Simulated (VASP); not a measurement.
Runs of VASP 6.6.1 on Si. The structure is that of space group I-4m2 (No. 119), or close to it. The cells are those of the table. 

```csv
task,cell,k mesh,cutoff (eV),gap on the mesh (eV),pressure (GPa),relaxed volume (Å³/atom),largest force (eV/Å)
relaxation of cell and atoms,"relaxed from a = 5.110 Å, angles 138.9, 138.9, 59.5°, 3 atoms",6 × 6 × 6,600,none,0.0,(a),0.02
relaxation of cell and atoms,"relaxed from a = 5.710 Å, angles 142.5, 142.5, 54.1°, 3 atoms",18 × 18 × 18,600,none,0.0,22.85,0.01
single point,"a = 5.710 Å, angles 142.5, 142.5, 54.1°, 3 atoms",6 × 6 × 6,520,none,0.0,-,0.03
single point,"a = 5.702 Å, angles 142.4, 142.4, 54.3°, 3 atoms",18 × 18 × 18,520,none,-0.1,-,-
```

Alike in all rows: level PBE; potentials or basis VASP PAW PBE potentials, release 64 (Si); no spin polarisation; smearing gaussian 0.1 eV.

Fill in the values left out.

(a) 22.88.

Caveats: some runs use coarse meshes; the volume moved by over 15 % at a fixed basis, so the end points are rough (some runs).

A gap of «none» marks levels without a gap at the run's occupations.
